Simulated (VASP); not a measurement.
ZnO: single point with PBEsol

Crystal: ZnO.

```xyz
4
Lattice="3.2305 0.0000 0.0000 -1.6152 2.7977 0.0000 0.0000 0.0000 5.1098" Properties=species:S:1:pos:R:3 pbc="T T T"
Zn    1.6152    0.9326    2.5440
Zn    0.0000    1.8651   -0.0109
O     1.6152    0.9326    4.5091
O     0.0000    1.8651    1.9542
```

* Program: VASP 6.6.1
* Task: single point
* Functional: PBEsol
* Potentials or basis: VASP PAW PBE potentials, release 64 (Zn, O_h)
* Cutoff: 910 eV
* k mesh: 12 × 12 × 6
* Occupations: gaussian, width 0.02 eV
* Spin: no spin polarisation
* Dipole correction: no
* Further INCAR settings: ALGO = Normal; EDIFF = 1e-06; NBANDS = 26

```yaml
Pressure: 3.7 GPa
Band_gap_on_the_k_mesh: 0.74 eV
```

Forces in eV/Å, atoms in the order of the input:
```
Zn   0.000  0.000 -0.003
Zn   0.000  0.000 -0.003
O    0.000  0.000  0.003
O    0.000  0.000  0.003
```

Stress tensor (GPa, compression positive):
```
3.04 0.00 0.00
0.00 3.04 0.00
0.00 0.00 5.01
```

Levels at points of the mesh, in eV from the valence-band top:
| k point | band 16 | band 17 | band 18 | band 19 | band 20 | band 21 |
| --- | --- | --- | --- | --- | --- | --- |
| (0.00, 0.00, 0.00) | -0.10 | 0.00 | 0.00 | 0.74 | 5.15 | 8.34 |
| (0.50, 0.00, 0.00) | -2.43 | -1.31 | -0.92 | 5.81 | 6.73 | 7.62 |
| (0.00, 0.00, 0.50) | -0.41 | -0.41 | -0.41 | 3.46 | 3.46 | 10.16 |
| (0.50, 0.00, 0.50) | -1.62 | -1.36 | -1.36 | 5.65 | 5.65 | 8.51 |

Run time: 2.6 min on 1 thread of Intel(R) Xeon(R) Platinum 8259CL CPU @ 2.50GHz (Skylake/Cascade Lake), on a shared host, peak memory 0.33 GiB.

Caveat: the cutoff is under 1.25 times the usual one of these potentials, so pressure, stress and relaxed cells hold a basis-set (Pulay) error; the cell stands under pressure; the PAW data sets were made with another functional, which shifts forces and pressure a little.
